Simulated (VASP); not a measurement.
# SrCl2 (P-1) in VASP: notebook

The runs below take SrCl2 through single point, with PBEsol.

All numbers are computed with VASP 6.6.1; they aren't measurements. Logs are shortened: lines on timing, memory, paths and dates and some standing lists are left out, and cuts for length are marked.

## 1. The cell of the first run

The typed cell holds 3 atoms: a = 4.929 Å, b = 4.929 Å, c = 4.929 Å, α = 60.00°, β = 60.00°, γ = 60.00°.

## 2. Single point, PBEsol (atoms displaced along a vibrational mode)

The input, INCAR:

```
PREC = Accurate
ENCUT = 520
EDIFF = 1E-6
ISMEAR = 0
SIGMA = 0.05
LREAL = F
LASPH = T
NELM = 100
ALGO = Normal
ISIF = 2
LWAVE = F
LCHARG = T
GGA = PS
LELF = T
LVHAR = T
NBANDS = 19
```

The input, KPOINTS:

```
Automatic mesh
0
Gamma
  6 6 6
```

The input, POSCAR:

```
SrCl2
1.0
    0.0000000000      3.4855000000      3.4855000000
    3.4855000000      0.0000000000      3.4855000000
    3.4855000000      3.4855000000      0.0000000000
Sr Cl
1 2
Direct
    0.0000000000      0.0000000000      0.0000000000
    0.2517711670      0.2651004049      0.2265700750
    0.7482288330      0.7348995951      0.7734299250
```

Potentials or basis: VASP PAW PBE potentials, release 64 (Sr_sv, Cl).

Launch:

```console
cat potpaw_PBE.64/Sr_sv/POTCAR potpaw_PBE.64/Cl/POTCAR > POTCAR
mpirun -np 1 vasp_std > vasp.out
```

OUTCAR:

```text
PREC = Accurate
   ENCUT = 520
   EDIFF = 1E-6
   ISMEAR = 0
   LREAL = F
   LASPH = T
   NELM = 100
   ISIF = 2
   GGA = PS

 ion  position               nearest neighbor table
   1  0.000  0.000  0.000-   3 2.96   2 2.96   3 2.99   2 2.99   3 3.01   2 3.01   3 3.11   2 3.11

   2  0.252  0.265  0.227-   1 2.96   1 2.99   1 3.01   1 3.11
   3  0.748  0.735  0.773-   1 2.96   1 2.99   1 3.01   1 3.11

  LATTYP: Found a face centered cubic cell.
 ALAT       =     6.9710000000

  Lattice vectors:

 A1 = (   0.0000000000,   3.4855000000,   3.4855000000)
 A2 = (   3.4855000000,   0.0000000000,   3.4855000000)
 A3 = (   3.4855000000,   3.4855000000,   0.0000000000)

Analysis of symmetry for initial positions (statically):
=====================================================================
 Subroutine PRICEL returns:
 Original cell was already a primitive cell.

 Routine SETGRP: Setting up the symmetry group for a
 face centered cubic supercell.

 Subroutine GETGRP returns: Found  2 space group operations
 (whereof  2 operations were pure point group operations)
 out of a pool of 48 trial point group operations.

The static configuration has the point symmetry S_2 .

Analysis of symmetry for dynamics (positions and initial velocities):
=====================================================================
 Subroutine PRICEL returns:
 Original cell was already a primitive cell.

 Routine SETGRP: Setting up the symmetry group for a
 face centered cubic supercell.

 Subroutine GETGRP returns: Found  2 space group operations
 (whereof  2 operations were pure point group operations)
 out of a pool of 48 trial point group operations.

The dynamic configuration has the point symmetry S_2 .

 Subroutine INISYM returns: Found  2 space group operations
 (whereof  2 operations are pure point group operations),
 and found     1 'primitive' translations

----------------------------------------------------------------------------------------

                                     Primitive cell

  volume of cell :      84.6887

  direct lattice vectors                    reciprocal lattice vectors
     0.000000000  3.485500000  3.485500000    -0.143451442  0.143451442  0.143451442
     3.485500000  0.000000000  3.485500000     0.143451442 -0.143451442  0.143451442
     3.485500000  3.485500000  0.000000000     0.143451442  0.143451442 -0.143451442

  length of vectors
     4.929241372  4.929241372  4.929241372     0.248465185  0.248465185  0.248465185

  position of ions in fractional coordinates (direct lattice)
     0.000000000  0.000000000  0.000000000
     0.251771167  0.265100405  0.226570075
     0.748228833  0.734899595  0.773429925

  ion indices of the primitive-cell ions
   primitive index   ion index
                 1           1
                 2           2
                 3           3

----------------------------------------------------------------------------------------

 KPOINTS: Automatic mesh

Automatic generation of k-mesh.
 Grid dimensions read from file:
 generate k-points for:    6    6    6

 Generating k-lattice:

  Cartesian coordinates                     Fractional coordinates (reciprocal lattice)
    -0.023908574  0.023908574  0.023908574     0.166666667  0.000000000  0.000000000
     0.023908574 -0.023908574  0.023908574     0.000000000  0.166666667  0.000000000
     0.023908574  0.023908574 -0.023908574     0.000000000  0.000000000  0.166666667

  Length of vectors
     0.041410864  0.041410864  0.041410864

  Shift w.r.t. Gamma in fractional coordinates (k-lattice)
     0.000000000  0.000000000  0.000000000

 Subroutine IBZKPT returns following result:
 ===========================================

 Found    112 irreducible k-points:

 Following reciprocal coordinates:
            Coordinates               Weight
  0.000000  0.000000  0.000000      1.000000
  0.166667  0.000000  0.000000      2.000000
  0.000000  0.166667  0.000000      2.000000
  0.000000  0.000000  0.166667      2.000000
  0.166667  0.166667  0.166667      2.000000
  0.333333  0.000000  0.000000      2.000000
[... 16 lines left out ...]
  0.166667 -0.166667 -0.166667      2.000000
  0.333333  0.333333  0.166667      2.000000
 [... further k-points ...]
   k-points           NKPTS =    112   k-points in BZ     NKDIM =    112   number of bands    NBANDS=     19
   number of dos      NEDOS =    301   number of ions     NIONS =      3
   total plane-waves  NPLWV =  64000
   dimension x,y,z NGX =    40 NGY =   40 NGZ =   40
   dimension x,y,z NGXF=    80 NGYF=   80 NGZF=   80
   ions per type =               1   2
   NGX,Y,Z   is equivalent  to a cutoff of  13.49, 13.49, 13.49 a.u.
   NGXF,Y,Z  is equivalent  to a cutoff of  26.98, 26.98, 26.98 a.u.
 SYSTEM =  unknown system
   PREC   = accura    normal or accurate (medium, high low for compatibility)
   ISTART =      0    job   : 0-new  1-cont  2-samecut
   ICHARG =      2    charge: 1-file 2-atom 10-const
   ISPIN  =      1    spin polarized calculation?
   LNONCOLLINEAR =      F non collinear calculations
   LSORBIT =      F    spin-orbit coupling
   LASPH  =      T    aspherical Exc in radial PAW
   ENCUT  =  520.0 eV  38.22 Ry    6.18 a.u.   9.17  9.17  9.17*2*pi/ulx,y,z
   NELM   =    100;   NELMIN=  2; NELMDL= -5     # of ELM steps
   EDIFF  = 0.1E-05   stopping-criterion for ELM
   LREAL  =      F    real-space projection
   EDIFFG = 0.1E-04   stopping-criterion for IOM
   NSW    =      0    number of steps for IOM
   IBRION =     -1    ionic relax: 0-MD 1-quasi-New 2-CG
   NFREE  =      0    steps in history (QN), initial steepest desc. (CG)
   ISIF   =      2    stress and relaxation
   ISYM   =      2    0-nonsym 1-usesym 2-fastsym
   POTIM  = 0.5000    time-step for ionic-motion
   TEBEG  =    0.0;   TEEND  =   0.0 temperature during run
   PSTRESS=    0.0 pullay stress
   NELECT =      24.0000    total number of electrons
   NUPDOWN=      -1.0000    fix difference up-down
   EMIN   =  10.00;   EMAX   =-10.00  energy-range for DOS
   EFERMI =   0.00;   METHOD = LEGACY
   ISMEAR =     0;   SIGMA  =   0.05  broadening in eV -4-tet -1-fermi 0-gaus
   EFERMI_NEDOS =   21; number of points for ismear=-14 and -15
   IALGO  =     38    algorithm
   IMIX   =      4    mixing-type and parameters
     AMIX     =   0.40;   BMIX     =  1.00
     AMIX_MAG =   1.60;   BMIX_MAG =  1.00
  volume/ion in A,a.u.               =      28.23       190.50
  Fermi-wavevector in a.u.,A,eV,Ry     =   1.075318  2.032056 15.732530  1.156308
  Thomas-Fermi vector in A             =   2.211171
   LORBIT       =      0    0 simple, 1 ext, 2 COOP (PROOUT), +10 PAW based schemes
   GGA     = PS    functional components
   LHFCALC =     F    Hartree Fock is set to
   AEXX    =    0.0000 exact exchange contribution
   IVDW    =     0    specifies the selected vdW correction
   LEPSILON=     F    determine dielectric tensor
   LRPA    =     F    only Hartree local field effects (RPA)
 non-spin polarized calculation
 Gauss-broadening in eV      SIGMA  =   0.05
  energy-cutoff  :      520.00
  volume of cell :       84.69
 maximum number of plane-waves:      2301
 NGX is ok and might be reduce to    40
   NGX = 19   NGY = 19   NGZ = 19

 number of electron      24.0000000 magnetization

 Free energy of the ion-electron system (eV)
  ---------------------------------------------------
  ext. energy  EPLUGINS =         0.00000000
  ---------------------------------------------------
  free energy    TOTEN  =       -13.30052461 eV

  energy without entropy =      -13.30052461  energy(sigma->0) =      -13.30052461

 E-fermi :   0.3683     XC(G=0):  -8.4987

 val. band max:        0.1235660875   @ k =   0.5000   0.0000   0.5000
 cond. band min:       5.2211910789   @ k =   0.0000   0.0000   0.0000
 fundamental gap:      5.0976249914
 Fermi energy:         0.3683069731

 k-point     1 :       0.0000    0.0000    0.0000
  band No.  band energies     occupation
      1     -32.6880      2.00000
      2     -14.7118      2.00000
      3     -14.7080      2.00000
      4     -14.7059      2.00000
      5     -13.2137      2.00000
      6     -12.3155      2.00000
[... 11 lines left out ...]
     18       9.0447      0.00000
     19       9.1595      0.00000

 k-point     2 :       0.1667    0.0000    0.0000
  band No.  band energies     occupation
      1     -32.6872      2.00000
      2     -14.8045      2.00000
      3     -14.7149      2.00000
      4     -14.7115      2.00000
      5     -13.0502      2.00000
      6     -12.3754      2.00000
[... 11 lines left out ...]
     18       8.8621      0.00000
     19       9.7297      0.00000

 k-point     3 :       0.0000    0.1667    0.0000
  band No.  band energies     occupation
      1     -32.6872      2.00000
      2     -14.8188      2.00000
      3     -14.7140      2.00000
      4     -14.7101      2.00000
      5     -13.0286      2.00000
      6     -12.3822      2.00000
[... 11 lines left out ...]
     18       8.7126      0.00000
     19       9.7837      0.00000

 k-point     4 :       0.0000    0.0000    0.1667
  band No.  band energies     occupation
      1     -32.6873      2.00000
      2     -14.7879      2.00000
      3     -14.7117      2.00000
      4     -14.7092      2.00000
      5     -13.0907      2.00000
      6     -12.3603      2.00000
[... 11 lines left out ...]
     18       9.0143      0.00000
     19       9.7326      0.00000

 k-point     5 :       0.1667    0.1667    0.1667
  band No.  band energies     occupation
      1     -32.6872      2.00000
      2     -14.8093      2.00000
      3     -14.7150      2.00000
      4     -14.7110      2.00000
      5     -13.0423      2.00000
      6     -12.3780      2.00000
[... 11 lines left out ...]
     18       8.8170      0.00000
     19       9.7433      0.00000

 k-point     6 :       0.3333    0.0000    0.0000
  band No.  band energies     occupation
      1     -32.6855      2.00000
      2     -14.9561      2.00000
      3     -14.7211      2.00000
      4     -14.7191      2.00000
      5     -12.8212      2.00000
      6     -12.4312      2.00000
[... 11 lines left out ...]
     18       8.7308      0.00000
     19       9.1262      0.00000

 k-point     7 :       0.0000    0.3333    0.0000
  band No.  band energies     occupation
      1     -32.6854      2.00000
      2     -14.9860      2.00000
      3     -14.7206      2.00000
      4     -14.7183      2.00000
      5     -12.7587      2.00000
      6     -12.4558      2.00000
[... 11 lines left out ...]
     18       8.5230      0.00000
     19       9.0296      0.00000

 k-point     8 :       0.0000    0.0000    0.3333
  band No.  band energies     occupation
      1     -32.6857      2.00000
      2     -14.9095      2.00000
      3     -14.7186      2.00000
      4     -14.7157      2.00000
      5     -12.9263      2.00000
      6     -12.3914      2.00000
[... 256 lines left out ...]
 k-point    20 :       0.1667    0.1667   -0.1667
  band No.  band energies     occupation
      1     -32.6856      2.00000
      2     -14.9082      2.00000
      3     -14.7452      2.00000
      4     -14.7236      2.00000
      5     -12.8292      2.00000
      6     -12.4475      2.00000
[... 11 lines left out ...]
     18       8.7508      0.00000
     19       9.3759      0.00000

 k-point    21 :       0.3333    0.1667    0.3333
  band No.  band energies     occupation
      1     -32.6855      2.00000
      2     -14.9285      2.00000
      3     -14.7510      2.00000
      4     -14.7250      2.00000
      5     -12.7607      2.00000
      6     -12.4818      2.00000
[... 11 lines left out ...]
     18       8.4617      0.00000
     19       9.5372      0.00000

 k-point    22 :       0.1667    0.3333    0.0000
  band No.  band energies     occupation
      1     -32.6855      2.00000
      2     -14.9532      2.00000
      3     -14.7394      2.00000
      4     -14.7256      2.00000
      5     -12.7329      2.00000
      6     -12.4904      2.00000
[... 11 lines left out ...]
     18       8.4448      0.00000
     19       9.4948      0.00000

 k-point    23 :       0.1667   -0.1667   -0.1667
  band No.  band energies     occupation
      1     -32.6855      2.00000
      2     -14.9350      2.00000
      3     -14.7430      2.00000
      4     -14.7265      2.00000
      5     -12.7654      2.00000
      6     -12.4761      2.00000
[... 11 lines left out ...]
     18       8.5635      0.00000
     19       9.4556      0.00000

 k-point    24 :       0.3333    0.3333    0.1667
  band No.  band energies     occupation
      1     -32.6855      2.00000
      2     -14.9582      2.00000
      3     -14.7319      2.00000
      4     -14.7249      2.00000
      5     -12.7499      2.00000
      6     -12.4774      2.00000
[... 11 lines left out ...]
     18       8.6643      0.00000
     19       9.4066      0.00000

 [... further k-points ...]

------------------------ aborting loop because EDIFF is reached ----------------------------------------

  FORCE on cell =-STRESS in cart. coord.  units (eV):
  Direction    XX          YY          ZZ          XY          YZ          ZX
  --------------------------------------------------------------------------------------
  -------------------------------------------------------------------------------------
  Total       -0.3934159     -0.3017988     -0.3446318     -0.2537218      0.1106943      0.3296154
  in kB       -7.4428157     -5.7095625     -6.5198967     -4.8000213      2.0941641      6.2358099
  external PRESSURE =      -6.5574250 kB  Pullay stress =       0.0000000 kB

 VOLUME and BASIS-vectors are now :
 -----------------------------------------------------------------------------
  energy-cutoff  :      520.00
  volume of cell :       84.69
      direct lattice vectors                 reciprocal lattice vectors
     0.000000000  3.485500000  3.485500000    -0.143451442  0.143451442  0.143451442
     3.485500000  0.000000000  3.485500000     0.143451442 -0.143451442  0.143451442
     3.485500000  3.485500000  0.000000000     0.143451442  0.143451442 -0.143451442

 POSITION                                       TOTAL-FORCE (eV/Angst)
 -----------------------------------------------------------------------------------
      0.00000      0.00000      0.00000         0.000000      0.000000      0.000000
      1.71372      1.66726      1.80156         0.081595      0.287485     -0.215717
      5.25728      5.30374      5.16944        -0.081595     -0.287485      0.215717
 -----------------------------------------------------------------------------------
    total drift:                                0.000000      0.000000      0.000000

  FREE ENERGIE OF THE ION-ELECTRON SYSTEM (eV)
  ---------------------------------------------------
  free  energy   TOTEN  =       -13.3005246141 eV

  energy  without entropy=      -13.3005246141  energy(sigma->0) =      -13.30052461
```

Wall time 5.5 min (1 thread of Oxide Virtual Turin-like, shared host); peak memory 0.31 GiB.

What came out:

```
Free energy            : -13.3005 eV
Pressure               : -0.7 GPa
Largest force          : 0.369 eV/Å
Band gap on the k mesh : 5.10 eV (least direct gap 5.35 eV)
```

Forces in eV/Å, atoms in the order of the input:
```
Sr   0.000  0.000  0.000
Cl   0.082  0.287 -0.216
Cl  -0.082 -0.287  0.216
```

Stress tensor (GPa, compression positive):
```
-0.74 -0.48  0.62
-0.48 -0.57  0.21
 0.62  0.21 -0.65
```

Caveat: the cell differs from its parent crystal (atoms displaced along a vibrational mode); the PAW data sets were made with another functional, which shifts forces and pressure a little. A k mesh can miss the band edges.

## 3. Single point, PBEsol (atoms displaced along a vibrational mode)

The input, INCAR:

```
ALGO     = Normal         # electronic algorithm
EDIFF    = 1E-7           # SCF threshold, eV
ENCUT    = 520            # plane-wave cutoff, eV
GGA      = PS             # functional
ISIF     = 2              # what is computed and relaxed
ISMEAR   = 0              # smearing method
LASPH    = True           # aspherical terms in the spheres
LCHARG   = False          # write CHGCAR
LREAL    = False          # projectors in reciprocal space
LWAVE    = False          # write WAVECAR
NBANDS   = 19             # bands
NELM     = 100            # most SCF steps
PREC     = Accurate       # precision mode
SIGMA    = 0.05           # smearing width, eV
```

The input, KPOINTS:

```
k-points
0
Gamma
  6 6 6
```

The input, POSCAR:

```
SrCl2
1.0
    0.0000000000      3.4855000000      3.4855000000
    3.4855000000      0.0000000000      3.4855000000
    3.4855000000      3.4855000000      0.0000000000
Sr Cl
1 2
Direct
    0.0000000000      0.0000000000      0.0000000000
    0.2491144165      0.2424497975      0.2617149625
    0.7508855835      0.7575502025      0.7382850375
```

Potentials or basis: VASP PAW PBE potentials, release 64 (Sr_sv, Cl).

Launch:

```console
cat potpaw_PBE.64/Sr_sv/POTCAR potpaw_PBE.64/Cl/POTCAR > POTCAR
mpirun -np 1 vasp_std > vasp.out
```

Wall time 6.5 min (1 thread of Oxide Virtual Turin-like, shared host); peak memory 0.31 GiB.

It converged, with:

* Free energy: -13.3280 eV
* Pressure: -0.8 GPa
* Largest force: 0.202 eV/Å
* Band gap on the k mesh: 5.13 eV (least direct gap 5.36 eV)

Forces in eV/Å, atoms in the order of the input:
```
Sr   0.000  0.000  0.000
Cl  -0.064 -0.151  0.119
Cl   0.064  0.151 -0.119
```

Stress tensor (GPa, compression positive):
```
-0.82  0.25 -0.32
 0.25 -0.78 -0.13
-0.32 -0.13 -0.80
```

Levels at points of the mesh, in eV from the valence-band top:
```tsv
k point	band 8	band 9	band 10	band 11	band 12	band 13	band 14	band 15	band 16	band 17
(0.00, 0.00, 0.00)	-2.18	-2.16	-0.35	-0.35	-0.34	5.13	5.97	5.97	8.88	8.88
(0.50, 0.00, 0.00)	-1.63	-1.46	-1.38	-1.14	-0.98	6.53	6.67	7.42	7.70	8.44
(0.00, 0.50, 0.00)	-1.66	-1.47	-1.39	-1.09	-0.96	6.56	6.67	7.47	7.76	8.49
(0.00, 0.00, 0.50)	-1.53	-1.49	-1.33	-1.18	-1.12	6.56	6.60	7.31	7.62	8.40
(0.50, 0.50, 0.50)	-1.63	-1.47	-1.38	-1.13	-0.97	6.54	6.67	7.44	7.72	8.45
(0.50, 0.50, 0.00)	-1.93	-1.92	-0.46	-0.38	0.00	5.36	6.92	7.51	7.88	8.01
(0.00, 0.50, 0.50)	-1.93	-1.92	-0.44	-0.40	-0.01	5.36	6.92	7.50	7.91	7.97
(0.50, 0.00, 0.50)	-1.93	-1.92	-0.47	-0.38	0.00	5.36	6.92	7.51	7.86	8.03
```

Caveat: the cell differs from its parent crystal (atoms displaced along a vibrational mode); the PAW data sets were made with another functional, which shifts forces and pressure a little. A k mesh can miss the band edges.
